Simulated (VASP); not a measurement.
## Tl: single point with PBE

Tl, a sheet with vacuum:

```
CELL_PARAMETERS angstrom
5.26216 0.00000 0.00000
-2.63108 4.55716 0.00000
0.00000 0.00000 23.80000
ATOMIC_POSITIONS crystal
Tl 0.66667 0.33333 0.29412
Tl 0.33333 0.66667 0.29412
```

| Item | Value |
| --- | --- |
| Program | VASP 6.6.1 |
| Task | single point |
| Functional | PBE |
| Potentials or basis | VASP PAW PBE potentials, release 64 (Tl_d) |
| Cutoff | 520 eV |
| k mesh | 12 × 12 × 1 |
| Occupations | gaussian, width 0.01 eV |
| Spin | no spin polarisation |

* Band gap on the k mesh: 0.10 eV, indirect (least direct gap 0.24 eV)

Levels at points of the mesh, in eV from the valence-band top:
```
           k point  band 11  band 12  band 13  band 14  band 15  band 16
(0.00, 0.00, 0.00)    -7.97    -2.40    -0.50     0.96     0.96     2.83
(0.50, 0.00, 0.00)    -6.72    -5.41    -0.23     0.82     1.32     2.03
```

Wall time 3 min on 1 thread of Intel(R) Xeon(R) 6975P-C (Granite Rapids) (shared host), peak memory 0.66 GiB.

Caveat: spin-orbit coupling is left out, which moves the levels of the heavy elements.
